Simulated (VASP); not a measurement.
# GaP (F-43m) in VASP: a series of runs, part 2 of 2

VASP 6.6.1. The steps go on from the part before.

### 4 Electric field gradients, r2SCAN

POSCAR

```
GaP
1.0
    0.0000000000      2.7252500000      2.7252500000
    2.7252500000      0.0000000000      2.7252500000
    2.7252500000      2.7252500000      0.0000000000
Ga P
1 1
Direct
    0.0000000000      0.0000000000      0.0000000000
    0.2500000000      0.2500000000      0.2500000000
```

INCAR.step1

```
  PREC = Accurate
  ENCUT = 520
  ISMEAR = -1
  SIGMA = 0.02
  LREAL = False
  LASPH = True
  NELM = 60
  NBANDS = 16
  GGA = PE
  ALGO = Normal
  EDIFF = 1E-4
  LWAVE = True
  LCHARG = False
```

INCAR.step2

```
  PREC = Accurate
  ENCUT = 520
  EDIFF = 1E-8
  ISMEAR = -1
  SIGMA = 0.02
  LREAL = False
  LASPH = True
  NELM = 60
  ALGO = Normal
  ISIF = 2
  LWAVE = False
  LCHARG = False
  METAGGA = R2SCAN
  LMIXTAU = True
  LEFG = True
  NBANDS = 16
  ISTART = 1
```

KPOINTS

```
regular mesh
0
Gamma
  14 14 14
```

Potentials or basis: VASP PAW PBE potentials, release 64 (Ga_d, P).

Started as:

```bash
$ cat potpaw_PBE.64/Ga_d/POTCAR potpaw_PBE.64/P/POTCAR > POTCAR
$ cp INCAR.step1 INCAR
$ mpirun -np 1 vasp_std > vasp.out
$ cp INCAR.step2 INCAR
$ mpirun -np 1 vasp_std > vasp.out
```

OUTCAR:

```text
PREC = Accurate
   ENCUT = 520
   EDIFF = 1E-8
   ISMEAR = -1
   LREAL = False
   LASPH = True
   NELM = 60
   ISIF = 2
   METAGGA = R2SCAN
   ISTART = 1

 ion  position               nearest neighbor table
   1  0.000  0.000  0.000-   2 2.36   2 2.36   2 2.36   2 2.36
   2  0.250  0.250  0.250-   1 2.36   1 2.36   1 2.36   1 2.36

  LATTYP: Found a face centered cubic cell.
 ALAT       =     5.4505000000

  Lattice vectors:

 A1 = (   0.0000000000,   2.7252500000,   2.7252500000)
 A2 = (   2.7252500000,   0.0000000000,   2.7252500000)
 A3 = (   2.7252500000,   2.7252500000,   0.0000000000)

Analysis of symmetry for initial positions (statically):
=====================================================================
 Subroutine PRICEL returns:
 Original cell was already a primitive cell.

 Routine SETGRP: Setting up the symmetry group for a
 face centered cubic supercell.

 Subroutine GETGRP returns: Found 24 space group operations
 (whereof 24 operations were pure point group operations)
 out of a pool of 48 trial point group operations.

The static configuration has the point symmetry T_d .

Analysis of symmetry for dynamics (positions and initial velocities):
=====================================================================
 Subroutine PRICEL returns:
 Original cell was already a primitive cell.

 Routine SETGRP: Setting up the symmetry group for a
 face centered cubic supercell.

 Subroutine GETGRP returns: Found 24 space group operations
 (whereof 24 operations were pure point group operations)
 out of a pool of 48 trial point group operations.

The dynamic configuration has the point symmetry T_d .

 Subroutine INISYM returns: Found 24 space group operations
[... 150 lines left out ...]
 Fermi energy:         4.8545034856

 k-point     1 :       0.0000    0.0000    0.0000
  band No.  band energies     occupation
      1     -10.5268      2.00000
      2     -10.5268      2.00000
      3     -10.5268      2.00000
      4     -10.4131      2.00000
      5     -10.4131      2.00000
      6      -8.5606      2.00000
[... 433 lines left out ...]
      3     -10.5007      2.00000
      4     -10.4224      2.00000
      5     -10.4048      2.00000
      6      -7.5847      2.00000
[... 8 lines left out ...]
     15      15.2752      0.00000
     16      16.5256      0.00000

 [... further k-points ...]
[... 5 lines left out ...]
  --------------------------------------------------------------------------------------
  -------------------------------------------------------------------------------------
  Total       -0.0044453     -0.0044453     -0.0044453      0.0000000      0.0000000      0.0000000
  in kB       -0.1759408     -0.1759408     -0.1759408      0.0000000      0.0000000      0.0000000
  external PRESSURE =      -0.1759408 kB  Pullay stress =       0.0000000 kB

 VOLUME and BASIS-vectors are now :
 -----------------------------------------------------------------------------
  energy-cutoff  :      520.00
  volume of cell :       40.48
      direct lattice vectors                 reciprocal lattice vectors
     0.000000000  2.725250000  2.725250000    -0.183469406  0.183469406  0.183469406
     2.725250000  0.000000000  2.725250000     0.183469406 -0.183469406  0.183469406
     2.725250000  2.725250000  0.000000000     0.183469406  0.183469406 -0.183469406

 POSITION                                       TOTAL-FORCE (eV/Angst)
 -----------------------------------------------------------------------------------
      0.00000      0.00000      0.00000        -0.000000     -0.000000     -0.000000
      1.36262      1.36262      1.36262         0.000000      0.000000      0.000000
 -----------------------------------------------------------------------------------
    total drift:                                0.000010      0.000010      0.000010

  FREE ENERGIE OF THE ION-ELECTRON SYSTEM (eV)
  ---------------------------------------------------
  free  energy   TOTEN  =       -21.4650112703 eV

  energy  without entropy=      -21.4650112703  energy(sigma->0) =      -21.46501127

 Electric field gradients (V/A^2)
---------------------------------------------------------------------
 ion       V_xx      V_yy      V_zz      V_xy      V_xz      V_yz
---------------------------------------------------------------------
   1      -0.000     0.000    -0.000    -0.001    -0.001    -0.001
   2       0.000    -0.000    -0.000    -0.000    -0.000    -0.000
---------------------------------------------------------------------

 Electric field gradients after diagonalization (V/A^2)
 (convention: |V_zz| > |V_xx| > |V_yy|)
----------------------------------------------------------------------
 ion       V_xx      V_yy      V_zz     asymmetry (V_yy - V_xx)/ V_zz
----------------------------------------------------------------------
   1       0.001     0.001    -0.002       0.000
   2       0.000     0.000    -0.000       0.000
----------------------------------------------------------------------

           NMR quadrupolar parameters

 Cq : quadrupolar parameter    Cq=e*Q*V_zz/h
 eta: asymmetry parameters     (V_yy - V_xx)/ V_zz
 Q  : nuclear electric quadrupole moment in mb (millibarn)
----------------------------------------------------------------------
 ion       Cq(MHz)       eta       Q (mb)
----------------------------------------------------------------------
   1      -0.000       0.000       1.000
   2      -0.000       0.000       1.000
----------------------------------------------------------------------
```

OUTCAR.step1:

```text
PREC = Accurate
   ENCUT = 520
   ISMEAR = -1
   LREAL = False
   LASPH = True
[... 677 lines left out ...]
      0.00000      0.00000      0.00000         0.000000      0.000000      0.000000
      1.36262      1.36262      1.36262        -0.000000     -0.000000     -0.000000
 -----------------------------------------------------------------------------------
    total drift:                                0.000002      0.000002      0.000002

  FREE ENERGIE OF THE ION-ELECTRON SYSTEM (eV)
  ---------------------------------------------------
  free  energy   TOTEN  =        -9.1184708181 eV

  energy  without entropy=       -9.1184708181  energy(sigma->0) =       -9.11847082
```

It took 2.5 min on 1 thread of Intel Xeon 6975P-C (Granite Rapids), shared host; peak memory 0.21 GiB.

Results:

```yaml
Free_energy: -21.4650 eV
Pressure: 0.0 GPa
Band_gap_on_the_k_mesh: 1.85 eV, indirect (least direct gap 2.34 eV)
```

Levels at points of the mesh, in eV from the valence-band top:
| k point | band 5 | band 6 | band 7 | band 8 | band 9 | band 10 | band 11 | band 12 | band 13 | band 14 |
| --- | --- | --- | --- | --- | --- | --- | --- | --- | --- | --- |
| (0.00, 0.00, 0.00) | -14.87 | -13.02 | 0.00 | 0.00 | 0.00 | 2.34 | 4.19 | 4.19 | 4.19 | 9.46 |
| (0.50, 0.00, 0.00) | -14.87 | -10.86 | -6.84 | -1.17 | -1.17 | 2.04 | 5.06 | 5.06 | 8.83 | 11.64 |
| (0.50, 0.50, 0.00) | -14.85 | -9.93 | -6.96 | -2.80 | -2.80 | 1.91 | 2.10 | 11.35 | 11.35 | 12.01 |

Caveat: without QUAD_EFG the Cq values of the log hold for a quadrupole moment of 1 mb, not for the nuclei; the PAW data sets were made with another functional, which shifts forces and pressure a little. A k mesh can miss the band edges.

### 5 Electric field gradients, PBE

INCAR

```
  PREC = Accurate
  ENCUT = 520
  EDIFF = 1E-8
  ISMEAR = -1
  SIGMA = 0.02
  LREAL = F
  LASPH = T
  NELM = 100
  ALGO = Normal
  ISIF = 2
  LWAVE = F
  LCHARG = F
  GGA = PE
  LEFG = T
  NBANDS = 16
```

KPOINTS is that of step 4.

POSCAR is that of step 4.

Potentials or basis: VASP PAW PBE potentials, release 64 (Ga_d, P).

Started as:

```bash
$ cat potpaw_PBE.64/Ga_d/POTCAR potpaw_PBE.64/P/POTCAR > POTCAR
$ mpirun -np 1 vasp_std > vasp.out
```

OUTCAR:

```text
PREC = Accurate
   ENCUT = 520
   EDIFF = 1E-8
   ISMEAR = -1
   LREAL = F
   LASPH = T
   NELM = 100
   ISIF = 2
   GGA = PE

 ion  position               nearest neighbor table
   1  0.000  0.000  0.000-   2 2.36   2 2.36   2 2.36   2 2.36
   2  0.250  0.250  0.250-   1 2.36   1 2.36   1 2.36   1 2.36

  LATTYP: Found a face centered cubic cell.
 ALAT       =     5.4505000000

  Lattice vectors:

 A1 = (   0.0000000000,   2.7252500000,   2.7252500000)
 A2 = (   2.7252500000,   0.0000000000,   2.7252500000)
 A3 = (   2.7252500000,   2.7252500000,   0.0000000000)

Analysis of symmetry for initial positions (statically):
=====================================================================
 Subroutine PRICEL returns:
 Original cell was already a primitive cell.

 Routine SETGRP: Setting up the symmetry group for a
 face centered cubic supercell.

[... 643 lines left out ...]
  energy-cutoff  :      520.00
  volume of cell :       40.48
      direct lattice vectors                 reciprocal lattice vectors
     0.000000000  2.725250000  2.725250000    -0.183469406  0.183469406  0.183469406
     2.725250000  0.000000000  2.725250000     0.183469406 -0.183469406  0.183469406
     2.725250000  2.725250000  0.000000000     0.183469406  0.183469406 -0.183469406

 POSITION                                       TOTAL-FORCE (eV/Angst)
 -----------------------------------------------------------------------------------
      0.00000      0.00000      0.00000         0.000000      0.000000      0.000000
      1.36262      1.36262      1.36262        -0.000000     -0.000000     -0.000000
 -----------------------------------------------------------------------------------
    total drift:                                0.000002      0.000002      0.000002

  FREE ENERGIE OF THE ION-ELECTRON SYSTEM (eV)
  ---------------------------------------------------
  free  energy   TOTEN  =        -9.1185433700 eV

  energy  without entropy=       -9.1185433700  energy(sigma->0) =       -9.11854337

 Electric field gradients (V/A^2)
---------------------------------------------------------------------
 ion       V_xx      V_yy      V_zz      V_xy      V_xz      V_yz
---------------------------------------------------------------------
   1      -0.000     0.000    -0.000    -0.001    -0.001    -0.001
   2       0.000    -0.000     0.000    -0.000    -0.000    -0.000
---------------------------------------------------------------------

 Electric field gradients after diagonalization (V/A^2)
 (convention: |V_zz| > |V_xx| > |V_yy|)
----------------------------------------------------------------------
 ion       V_xx      V_yy      V_zz     asymmetry (V_yy - V_xx)/ V_zz
----------------------------------------------------------------------
   1       0.001     0.001    -0.002       0.000
   2       0.000     0.000    -0.000       0.000
----------------------------------------------------------------------

           NMR quadrupolar parameters

 Cq : quadrupolar parameter    Cq=e*Q*V_zz/h
 eta: asymmetry parameters     (V_yy - V_xx)/ V_zz
 Q  : nuclear electric quadrupole moment in mb (millibarn)
----------------------------------------------------------------------
 ion       Cq(MHz)       eta       Q (mb)
----------------------------------------------------------------------
   1      -0.000       0.000       1.000
   2      -0.000       0.000       1.000
----------------------------------------------------------------------
```

Run time: 59 s. Hardware: 1 thread of AMD EPYC 7R13 (Zen 3), shared host; peak memory 0.18 GiB.

Results:

```
Free energy            : -9.1185 eV
Pressure               : 2.5 GPa
Band gap on the k mesh : 1.59 eV, indirect (least direct gap 1.83 eV)
```

Levels at points of the mesh, in eV from the valence-band top:
```
           k point  band 6  band 7  band 8  band 9  band 10  band 11  band 12  band 13
(0.00, 0.00, 0.00)  -12.49    0.00    0.00    0.00     1.83     3.89     3.89     3.89
(0.50, 0.00, 0.00)  -10.43   -6.63   -1.12   -1.12     1.67     4.72     4.72     8.29
(0.50, 0.50, 0.00)   -9.53   -6.75   -2.68   -2.68     1.66     1.82    10.60    10.60
```

Caveat: without QUAD_EFG the Cq values of the log hold for a quadrupole moment of 1 mb, not for the nuclei.

### 6 Summary

```csv
level,gap on the mesh (eV),pressure (GPa)
PBE,1.59,2.5
PBEsol,1.47,-0.6
r2SCAN,1.85,0.0
```

Alike in all rows: task electric field gradients; potentials or basis VASP PAW PBE potentials, release 64 (Ga_d, P); no spin polarisation; cell as given; k mesh 14 × 14 × 14; cutoff (eV) 520; smearing fermi-dirac 0.02 eV.

On the cell as given the gap runs from 1.47 eV (PBEsol) to 1.85 eV (r2SCAN). The pressure there spans -0.6 GPa (PBEsol) to 2.5 GPa (PBE); a positive pressure means that this level wants a larger cell, a negative one a smaller.

Caveats: the PAW data sets were made with another functional, which shifts forces and pressure a little (some runs).

Absolute energies hang on the potentials; compare differences alone.

### 7 Against experiment

Step 2. Against the measured gap of GaP, 2.34 eV (indirect; 10 K; quoted in “Stacking defects in GaP nanowires: Electronic structure and optical properties”, 2018, arxiv:1810.01194), the calculated 1.59 eV is off by -0.75 eV. Spin-orbit coupling on Ga is left out. The value is that of PBE on a finite k mesh, which can miss the band edges, without temperature or zero-point motion. Semilocal functionals fall short of measured gaps as a rule.

Step 5. Against the measured gap of GaP, 2.34 eV (indirect; 10 K; quoted in “Stacking defects in GaP nanowires: Electronic structure and optical properties”, 2018, arxiv:1810.01194), the calculated 1.59 eV is off by -0.75 eV. Spin-orbit coupling on Ga is left out. The value is that of PBE on a finite k mesh, which can miss the band edges, without temperature or zero-point motion. Semilocal functionals fall short of measured gaps as a rule.
